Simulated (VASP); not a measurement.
# Cu (P6_3/mmc) in VASP: further runs

Runs on Cu. Level: PBE. Tasks: single point.

Program: VASP 6.6.1. These are calculated values, not measurements. Logs are shortened: lines on timing, memory, paths and dates and some standing lists are left out, and cuts for length are marked.

### 1 The cell of the first run

Symmetry: P6_3/mmc, No. 194, hexagonal system. Conventional cell: a = 2.364 Å, b = 2.364 Å, c = 4.354 Å, α = 90.00°, β = 90.00°, γ = 120.00°. Within 3.1 Å of Cu (site symmetry -6m2) lie 12 Cu at 2.36 to 2.57 Å.

This isn't the form of Cu at room conditions, which is fcc.

### 2 Single point, PBE (10.53 Å³/atom)

The input, INCAR:

```
SYSTEM = Cu
PREC = Accurate ; ENCUT = 520
EDIFF = 1E-7 ; ISMEAR = 0
SIGMA = 0.15 ; LREAL = .False.
LASPH = .True. ; NELM = 100
ALGO = Normal ; ISIF = 2
LWAVE = .False. ; LCHARG = .False.
GGA = PE ; NBANDS = 18
```

The input, KPOINTS:

```
regular mesh
0
Gamma
  21 21 12
  0 0 0
```

The input, POSCAR:

```
Cu
1.0
    2.3635120027      0.0000000000      0.0000000000
   -1.1817560014      2.0468614365      0.0000000000
    0.0000000000      0.0000000000      4.3540618115
Cu
2
Direct
    0.3333333333      0.6666666667      0.2500000000
    0.6666666667      0.3333333333      0.7500000000
```

Potentials or basis: VASP PAW PBE potentials, release 64 (Cu).

Started as:

```sh
$ cat potpaw_PBE.64/Cu/POTCAR > POTCAR
$ mpirun -np 1 vasp_std > vasp.out
```

OUTCAR:

```text
SYSTEM = Cu
   PREC = Accurate
   ENCUT = 520
   EDIFF = 1E-7
   ISMEAR = 0
   LREAL = .False.
   LASPH = .True.
   NELM = 100
   ISIF = 2
   GGA = PE

 ion  position               nearest neighbor table
   1  0.333  0.667  0.250-   2 2.57   2 2.57   2 2.57   2 2.57   2 2.57   2 2.57
   2  0.667  0.333  0.750-   1 2.57   1 2.57   1 2.57   1 2.57   1 2.57   1 2.57

  LATTYP: Found a hexagonal cell.
 ALAT       =     2.3635120027
 C/A-ratio  =     1.8422000001

  Lattice vectors:

 A1 = (   2.3635120027,   0.0000000000,   0.0000000000)
 A2 = (  -1.1817560014,   2.0468614365,   0.0000000000)
 A3 = (   0.0000000000,   0.0000000000,   4.3540618115)

Analysis of symmetry for initial positions (statically):
=====================================================================
 Subroutine PRICEL returns:
 Original cell was already a primitive cell.

 Routine SETGRP: Setting up the symmetry group for a
 hexagonal supercell.

 Subroutine GETGRP returns: Found 24 space group operations
 (whereof 12 operations were pure point group operations)
 out of a pool of 24 trial point group operations.

The static configuration has the point symmetry D_3d.
 The point group associated with its full space group is D_6h.

Analysis of symmetry for dynamics (positions and initial velocities):
=====================================================================
 Subroutine PRICEL returns:
 Original cell was already a primitive cell.

 Routine SETGRP: Setting up the symmetry group for a
 hexagonal supercell.

 Subroutine GETGRP returns: Found 24 space group operations
 (whereof 12 operations were pure point group operations)
 out of a pool of 24 trial point group operations.

The dynamic configuration has the point symmetry D_3d.
 The point group associated with its full space group is D_6h.

 Subroutine INISYM returns: Found 24 space group operations
 (whereof 12 operations are pure point group operations),
 and found     1 'primitive' translations

----------------------------------------------------------------------------------------

                                     Primitive cell

  volume of cell :      21.0640

  direct lattice vectors                    reciprocal lattice vectors
     2.363512003  0.000000000  0.000000000     0.423099184  0.244276428  0.000000000
    -1.181756001  2.046861436  0.000000000     0.000000000  0.488552856  0.000000000
     0.000000000  0.000000000  4.354061812     0.000000000  0.000000000  0.229670603

  length of vectors
     2.363512003  2.363512003  4.354061812     0.488552856  0.488552856  0.229670603

[... 81 lines left out ...]
   LREAL  =      F    real-space projection
   EDIFFG = 0.1E-05   stopping-criterion for IOM
   NSW    =      0    number of steps for IOM
   IBRION =     -1    ionic relax: 0-MD 1-quasi-New 2-CG
   NFREE  =      0    steps in history (QN), initial steepest desc. (CG)
   ISIF   =      2    stress and relaxation
   ISYM   =      2    0-nonsym 1-usesym 2-fastsym
   POTIM  = 0.5000    time-step for ionic-motion
   TEBEG  =    0.0;   TEEND  =   0.0 temperature during run
   PSTRESS=    0.0 pullay stress
   NELECT =      22.0000    total number of electrons
   NUPDOWN=      -1.0000    fix difference up-down
   EMIN   =  10.00;   EMAX   =-10.00  energy-range for DOS
   EFERMI =   0.00;   METHOD = LEGACY
   ISMEAR =     0;   SIGMA  =   0.15  broadening in eV -4-tet -1-fermi 0-gaus
   EFERMI_NEDOS =   21; number of points for ismear=-14 and -15
   IALGO  =     38    algorithm
   IMIX   =      4    mixing-type and parameters
     AMIX     =   0.40;   BMIX     =  1.00
     AMIX_MAG =   1.60;   BMIX_MAG =  1.00
  volume/ion in A,a.u.               =      10.53        71.07
  Fermi-wavevector in a.u.,A,eV,Ry     =   1.660997  3.138829 37.537251  2.758910
  Thomas-Fermi vector in A             =   2.748136
   LORBIT       =      0    0 simple, 1 ext, 2 COOP (PROOUT), +10 PAW based schemes
   GGA     = PE    functional components
   LHFCALC =     F    Hartree Fock is set to
   AEXX    =    0.0000 exact exchange contribution
   IVDW    =     0    specifies the selected vdW correction
   LEPSILON=     F    determine dielectric tensor
   LRPA    =     F    only Hartree local field effects (RPA)
 non-spin polarized calculation
 Gauss-broadening in eV      SIGMA  =   0.15
  energy-cutoff  :      520.00
  volume of cell :       21.06
 maximum number of plane-waves:       592
 NGX is ok and might be reduce to    18
   NGX =  9   NGY =  9   NGZ = 17

 number of electron      21.9999959 magnetization

 Free energy of the ion-electron system (eV)
  ---------------------------------------------------
  ext. energy  EPLUGINS =         0.00000000
  ---------------------------------------------------
  free energy    TOTEN  =        -7.07239990 eV

  energy without entropy =       -7.06778127  energy(sigma->0) =       -7.07009058

 E-fermi :   9.1135     XC(G=0): -13.3936

 val. band max:        9.0988149240   @ k =   0.4762  -0.0000   0.4167
 cond. band min:       9.1293536611   @ k =   0.2857   0.1905   0.3333
 fundamental gap:      0.0305387371
 Fermi energy:         9.1134707122

 k-point     1 :       0.0000    0.0000    0.0000
  band No.  band energies     occupation
      1      -1.1586      2.00000
      2       2.9882      2.00000
      3       5.1891      2.00000
      4       5.7191      2.00000
      5       5.7191      2.00000
      6       5.8699      2.00000
[... 481 lines left out ...]
      5       5.3986      2.00000
      6       5.9505      2.00000
[... 10 lines left out ...]
     17      30.5035      0.00000
     18      32.0287      0.00000

 [... further k-points ...]

------------------------ aborting loop because EDIFF is reached ----------------------------------------

  FORCE on cell =-STRESS in cart. coord.  units (eV):
  Direction    XX          YY          ZZ          XY          YZ          ZX
  --------------------------------------------------------------------------------------
  -------------------------------------------------------------------------------------
  Total        5.3124187      5.3124187      0.7574506     -0.0000000      0.0000000      0.0000000
  in kB      404.0750475    404.0750475     57.6134725     -0.0000000      0.0000000      0.0000000
  external PRESSURE =     288.5878558 kB  Pullay stress =       0.0000000 kB

 VOLUME and BASIS-vectors are now :
 -----------------------------------------------------------------------------
  energy-cutoff  :      520.00
  volume of cell :       21.06
      direct lattice vectors                 reciprocal lattice vectors
     2.363512003  0.000000000  0.000000000     0.423099184  0.244276428  0.000000000
    -1.181756001  2.046861436  0.000000000     0.000000000  0.488552856  0.000000000
     0.000000000  0.000000000  4.354061812     0.000000000  0.000000000  0.229670603

 POSITION                                       TOTAL-FORCE (eV/Angst)
 -----------------------------------------------------------------------------------
     -0.00000      1.36457      1.08852         0.000000     -0.000000      0.000000
      1.18176      0.68229      3.26555        -0.000000      0.000000      0.000000
 -----------------------------------------------------------------------------------
    total drift:                               -0.000000      0.000000     -0.000000

  FREE ENERGIE OF THE ION-ELECTRON SYSTEM (eV)
  ---------------------------------------------------
  free  energy   TOTEN  =        -7.0723998954 eV

  energy  without entropy=       -7.0677812681  energy(sigma->0) =       -7.07009058
```

Run time: 64 s. Hardware: 1 thread of AMD EPYC 7R43 (Zen 3), shared host; peak memory 0.18 GiB.

What came out:

* Free energy: -7.0724 eV
* Pressure: 28.9 GPa
* Band gap on the k mesh: zero (bands 11 and 12 overlap by 7.15 eV)

Caveat: the cell stands under pressure.

### 3 Single point, PBE (10.53 Å³/atom)

The input, INCAR:

```
SYSTEM = Cu
ALGO = Fast
EDIFF = 1E-7
ENCUT = 520
GGA = PE
ISIF = 2
ISMEAR = 0
LASPH = .True.
LCHARG = .True.
LELF = .True.
LREAL = .False.
LVHAR = .True.
LWAVE = .False.
NBANDS = 18
NELM = 100
PREC = Accurate
SIGMA = 0.15
```

The input, KPOINTS:

```
k-points
0
Gamma
  21 21 12
  0 0 0
```

The input, POSCAR:

```
Cu
1.0
    2.5613792211      0.0000000000      0.0000000000
   -1.2806896106      2.2182194742      0.0000000000
    0.0000000000      0.0000000000      3.7073402846
Cu
2
Direct
    0.3333333333      0.6666666667      0.2500000000
    0.6666666667      0.3333333333      0.7500000000
```

Potentials or basis: VASP PAW PBE potentials, release 64 (Cu).

Started as:

```sh
$ cat potpaw_PBE.64/Cu/POTCAR > POTCAR
$ mpirun -np 1 vasp_std > vasp.out
```

It took 1.8 min on 1 thread of AMD EPYC 7R43 (Zen 3), shared host; peak memory 0.18 GiB.

Results (log left out):

| Item | Value |
| --- | --- |
| Free energy | -7.0721 eV |
| Pressure | 28.6 GPa |
| Band gap on the k mesh | zero (bands 11 and 12 overlap by 5.80 eV) |

Stress tensor (GPa, compression positive):
```
19.42  0.00  0.00
 0.00 19.42  0.00
 0.00  0.00 46.90
```

Levels at points of the mesh, in eV from the Fermi level:
| k point | band 7 | band 8 | band 9 | band 10 | band 11 | band 12 | band 13 | band 14 | band 15 | band 16 |
| --- | --- | --- | --- | --- | --- | --- | --- | --- | --- | --- |
| (0.00, 0.00, 0.00) | -2.98 | -2.98 | -2.89 | -1.81 | -1.81 | 0.09 | 6.31 | 20.63 | 20.87 | 20.87 |
| (0.00, 0.00, 0.50) | -3.35 | -3.35 | -2.03 | -2.03 | -2.03 | -2.03 | 16.93 | 16.93 | 21.51 | 21.51 |

Caveat: the cell stands under pressure.
